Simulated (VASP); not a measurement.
# Al2Ru (Fddd) in VASP: notebook, part 2 of 3

VASP 6.6.1.

## Step 4: Single point, LDA (13.92 Å³/atom)

This run uses another cell than the first one, of 13.92 Å³/atom.

File INCAR:

```
SYSTEM = Al2Ru
PREC     = Accurate       ! precision mode
ENCUT    = 520            ! plane-wave cutoff, eV
EDIFF    = 1E-6           ! SCF threshold, eV
ISMEAR   = 0              ! smearing method
SIGMA    = 0.03           ! smearing width, eV
LREAL    = .False.        ! projectors in reciprocal space
LASPH    = .True.         ! aspherical terms in the spheres
NELM     = 100            ! most SCF steps
ALGO     = Normal         ! electronic algorithm
ISIF     = 2              ! what is computed and relaxed
LWAVE    = .False.        ! write WAVECAR
LCHARG   = .True.         ! write CHGCAR
GGA      = CA             ! functional
LELF     = .True.         ! ELF
LVHAR    = .True.       
NBANDS   = 29             ! bands
```

File KPOINTS:

```
regular mesh
0
Gamma
  10 10 10
  0 0 0
```

File POSCAR:

```
Al2Ru
1.0
    0.0000000000      3.9302323774      4.3208008927
    2.4594636095      0.0000000000      4.3208008927
    2.4594636095      3.9302323774      0.0000000000
Al Ru
4 2
Direct
    0.0788992938      0.4211007062      0.0788992938
    0.4211007062      0.0788992938      0.4211007062
    0.1711007062      0.8288992938      0.1711007062
    0.8288992938      0.1711007062      0.8288992938
    0.7500000000      0.7500000000      0.7500000000
    0.5000000000      0.5000000000      0.5000000000
```

Potentials or basis: VASP PAW LDA potentials, release 64 (Al, Ru_pv).

Launch:

```
$ cat potpaw_LDA.64/Al/POTCAR potpaw_LDA.64/Ru_pv/POTCAR > POTCAR
$ mpirun -np 1 vasp_std > vasp.out
```

OUTCAR:

```text
SYSTEM = Al2Ru
   PREC = Accurate
   ENCUT = 520
   EDIFF = 1E-6
   ISMEAR = 0
   LREAL = .False.
   LASPH = .True.
   NELM = 100
   ISIF = 2
   GGA = CA

 ion  position               nearest neighbor table
   1  0.079  0.421  0.079-   6 2.56   6 2.56   5 2.59   3 2.59   3 2.59   2 2.69   2 2.75   2 2.75
                             5 2.80   5 2.80   4 3.17   4 3.17   4 3.17   4 3.17
   2  0.421  0.079  0.421-   6 2.56   6 2.56   5 2.59   4 2.59   4 2.59   1 2.69   1 2.75   1 2.75
                             5 2.80   5 2.80   3 3.17   3 3.17   3 3.17   3 3.17
   3  0.171  0.829  0.171-   5 2.56   5 2.56   6 2.59   1 2.59   1 2.59   4 2.69   4 2.75   4 2.75
                             6 2.80   6 2.80   2 3.17   2 3.17   2 3.17   2 3.17
   4  0.829  0.171  0.829-   5 2.56   5 2.56   6 2.59   2 2.59   2 2.59   3 2.69   3 2.75   3 2.75
                             6 2.80   6 2.80   1 3.17   1 3.17   1 3.17   1 3.17
   5  0.750  0.750  0.750-   4 2.56   3 2.56   4 2.56   3 2.56   1 2.59   2 2.59   2 2.80   2 2.80
                             1 2.80   1 2.80   6 3.17   6 3.17   6 3.17   6 3.17
   6  0.500  0.500  0.500-   1 2.56   2 2.56   1 2.56   2 2.56   3 2.59   4 2.59   3 2.80   3 2.80
                             4 2.80   4 2.80   5 3.17   5 3.17   5 3.17   5 3.17

  LATTYP: Found a face centered orthorhombic cell.
 ALAT       =     4.9189272190
 B/A-ratio  =     1.5980038746
 C/A-ratio  =     1.7568061898

  Lattice vectors:

 A1 = (   0.0000000000,   3.9302323774,   4.3208008927)
 A2 = (   2.4594636095,   0.0000000000,   4.3208008927)
 A3 = (   2.4594636095,   3.9302323774,   0.0000000000)

Analysis of symmetry for initial positions (statically):
=====================================================================
 Subroutine PRICEL returns:
 Original cell was already a primitive cell.

 Routine SETGRP: Setting up the symmetry group for a
 face centered orthorhombic supercell.

 Subroutine GETGRP returns: Found  8 space group operations
 (whereof  4 operations were pure point group operations)
 out of a pool of  8 trial point group operations.

The static configuration has the point symmetry D_2 .
 The point group associated with its full space group is D_2h.

Analysis of symmetry for dynamics (positions and initial velocities):
=====================================================================
 Subroutine PRICEL returns:
 Original cell was already a primitive cell.

 Routine SETGRP: Setting up the symmetry group for a
 face centered orthorhombic supercell.

 Subroutine GETGRP returns: Found  8 space group operations
 (whereof  4 operations were pure point group operations)
 out of a pool of  8 trial point group operations.

The dynamic configuration has the point symmetry D_2 .
 The point group associated with its full space group is D_2h.

 Subroutine INISYM returns: Found  8 space group operations
 (whereof  4 operations are pure point group operations),
 and found     1 'primitive' translations

----------------------------------------------------------------------------------------

                                     Primitive cell

  volume of cell :      83.5320

  direct lattice vectors                    reciprocal lattice vectors
     0.000000000  3.930232377  4.320800893    -0.203296360  0.127218941  0.115719287
     2.459463610  0.000000000  4.320800893     0.203296360 -0.127218941  0.115719287
     2.459463610  3.930232377  0.000000000     0.203296360  0.127218941 -0.115719287

  length of vectors
[... 69 lines left out ...]
  0.300000  0.300000  0.000000      2.000000
  0.400000  0.300000 -0.000000      8.000000
 [... further k-points ...]
   k-points           NKPTS =    171   k-points in BZ     NKDIM =    171   number of bands    NBANDS=     29
   number of dos      NEDOS =    301   number of ions     NIONS =      6
   total plane-waves  NPLWV =  69120
   dimension x,y,z NGX =    48 NGY =   40 NGZ =   36
   dimension x,y,z NGXF=    96 NGYF=   80 NGZF=   72
   ions per type =               4   2
   NGX,Y,Z   is equivalent  to a cutoff of  13.66, 13.38, 12.91 a.u.
   NGXF,Y,Z  is equivalent  to a cutoff of  27.32, 26.75, 25.82 a.u.
 SYSTEM =  Al2Ru
   PREC   = accura    normal or accurate (medium, high low for compatibility)
   ISTART =      0    job   : 0-new  1-cont  2-samecut
   ICHARG =      2    charge: 1-file 2-atom 10-const
   ISPIN  =      1    spin polarized calculation?
   LNONCOLLINEAR =      F non collinear calculations
   LSORBIT =      F    spin-orbit coupling
   LASPH  =      T    aspherical Exc in radial PAW
   ENCUT  =  520.0 eV  38.22 Ry    6.18 a.u.  10.86  9.24  8.62*2*pi/ulx,y,z
   NELM   =    100;   NELMIN=  2; NELMDL= -5     # of ELM steps
   EDIFF  = 0.1E-05   stopping-criterion for ELM
   LREAL  =      F    real-space projection
   EDIFFG = 0.1E-04   stopping-criterion for IOM
   NSW    =      0    number of steps for IOM
   IBRION =     -1    ionic relax: 0-MD 1-quasi-New 2-CG
   NFREE  =      0    steps in history (QN), initial steepest desc. (CG)
   ISIF   =      2    stress and relaxation
   ISYM   =      2    0-nonsym 1-usesym 2-fastsym
   POTIM  = 0.5000    time-step for ionic-motion
   TEBEG  =    0.0;   TEEND  =   0.0 temperature during run
   PSTRESS=    0.0 pullay stress
   NELECT =      40.0000    total number of electrons
   NUPDOWN=      -1.0000    fix difference up-down
   EMIN   =  10.00;   EMAX   =-10.00  energy-range for DOS
   EFERMI =   0.00;   METHOD = LEGACY
   ISMEAR =     0;   SIGMA  =   0.03  broadening in eV -4-tet -1-fermi 0-gaus
   EFERMI_NEDOS =   21; number of points for ismear=-14 and -15
   IALGO  =     38    algorithm
   IMIX   =      4    mixing-type and parameters
     AMIX     =   0.40;   BMIX     =  1.00
     AMIX_MAG =   1.60;   BMIX_MAG =  1.00
  volume/ion in A,a.u.               =      13.92        93.95
  Fermi-wavevector in a.u.,A,eV,Ry     =   1.280788  2.420338 22.319236  1.640418
  Thomas-Fermi vector in A             =   2.413195
   LORBIT       =      0    0 simple, 1 ext, 2 COOP (PROOUT), +10 PAW based schemes
   GGA     = CA    functional components
   LHFCALC =     F    Hartree Fock is set to
   AEXX    =    0.0000 exact exchange contribution
   IVDW    =     0    specifies the selected vdW correction
   LEPSILON=     F    determine dielectric tensor
   LRPA    =     F    only Hartree local field effects (RPA)
 non-spin polarized calculation
 Gauss-broadening in eV      SIGMA  =   0.03
  energy-cutoff  :      520.00
  volume of cell :       83.53
 maximum number of plane-waves:      2271
 NGX is ok and might be reduce to    48
   NGX = 21   NGY = 19   NGZ = 17

 number of electron      40.0000002 magnetization

 Free energy of the ion-electron system (eV)
  ---------------------------------------------------
  ext. energy  EPLUGINS =         0.00000000
  ---------------------------------------------------
  free energy    TOTEN  =       -42.17363360 eV

  energy without entropy =      -42.17363360  energy(sigma->0) =      -42.17363360

 E-fermi :  10.2309     XC(G=0): -12.0461

 val. band max:       10.0882380781   @ k =   0.0000   0.0000   0.0000
 cond. band min:      10.4118162831   @ k =   0.0000   0.4000   0.4000
 fundamental gap:      0.3235782049
 Fermi energy:        10.2308568881

 k-point     1 :       0.0000    0.0000    0.0000
  band No.  band energies     occupation
      1     -32.1616      2.00000
      2     -32.0829      2.00000
      3     -32.0702      2.00000
      4     -32.0490      2.00000
      5     -32.0335      2.00000
      6     -32.0111      2.00000
[... 757 lines left out ...]
     28      15.2271      0.00000
     29      16.1296      0.00000

 [... further k-points ...]

------------------------ aborting loop because EDIFF is reached ----------------------------------------

  FORCE on cell =-STRESS in cart. coord.  units (eV):
  Direction    XX          YY          ZZ          XY          YZ          ZX
  --------------------------------------------------------------------------------------
  -------------------------------------------------------------------------------------
  Total       -8.5797404     -0.0555486     -0.9272042      0.0000000      0.0000000      0.0000000
  in kB     -164.5628693     -1.0654450    -17.7841498      0.0000000      0.0000000      0.0000000
  external PRESSURE =     -61.1374880 kB  Pullay stress =       0.0000000 kB

 VOLUME and BASIS-vectors are now :
 -----------------------------------------------------------------------------
  energy-cutoff  :      520.00
  volume of cell :       83.53
      direct lattice vectors                 reciprocal lattice vectors
     0.000000000  3.930232377  4.320800893    -0.203296360  0.127218941  0.115719287
     2.459463610  0.000000000  4.320800893     0.203296360 -0.127218941  0.115719287
     2.459463610  3.930232377  0.000000000     0.203296360  0.127218941 -0.115719287

 POSITION                                       TOTAL-FORCE (eV/Angst)
 -----------------------------------------------------------------------------------
      1.22973      0.62019      2.16040         0.000000     -0.308909      0.000000
      1.22973      3.31005      2.16040         0.000000      0.308909      0.000000
      2.45946      1.34493      4.32080        -0.000000      0.308909      0.000000
      2.45946      6.51553      4.32080        -0.000000     -0.308909      0.000000
      3.68920      5.89535      6.48120         0.000000      0.000000      0.000000
      2.45946      3.93023      4.32080        -0.000000      0.000000     -0.000000
 -----------------------------------------------------------------------------------
    total drift:                               -0.000000     -0.000000     -0.000000

  FREE ENERGIE OF THE ION-ELECTRON SYSTEM (eV)
  ---------------------------------------------------
  free  energy   TOTEN  =       -42.1736335990 eV

  energy  without entropy=      -42.1736335990  energy(sigma->0) =      -42.17363360
```

Wall time 8.6 min (1 thread of Intel Xeon Platinum 8488C (Sapphire Rapids), shared host); peak memory 0.45 GiB.

Results:

| Quantity | Value |
| --- | --- |
| Free energy | -42.1736 eV |
| Pressure | -6.1 GPa |
| Largest force | 0.309 eV/Å |
| Band gap on the k mesh | 0.32 eV (least direct gap 1.15 eV) |

Forces in eV/Å, atoms in the order of the input:
```
Al   0.000 -0.309  0.000
Al   0.000  0.309  0.000
Al   0.000  0.309  0.000
Al   0.000 -0.309  0.000
Ru   0.000  0.000  0.000
Ru   0.000  0.000  0.000
```

Levels at points of the mesh, in eV from the valence-band top:
```tsv
k point	band 18	band 19	band 20	band 21	band 22	band 23
(0.00, 0.00, 0.00)	-0.95	-0.65	0.00	1.76	2.31	2.52
(0.50, 0.00, 0.00)	-1.73	-0.86	-0.57	0.58	1.03	1.95
(0.50, 0.50, 0.00)	-1.39	-1.14	-1.14	2.18	2.18	2.91
(0.50, 0.00, 0.50)	-1.97	-1.12	-1.12	2.15	2.15	2.61
(0.00, 0.50, 0.50)	-2.13	-0.96	-0.96	0.47	0.47	4.78
```

Caveat: the cell stands under tension.

(Continued in part 3 of 3.)
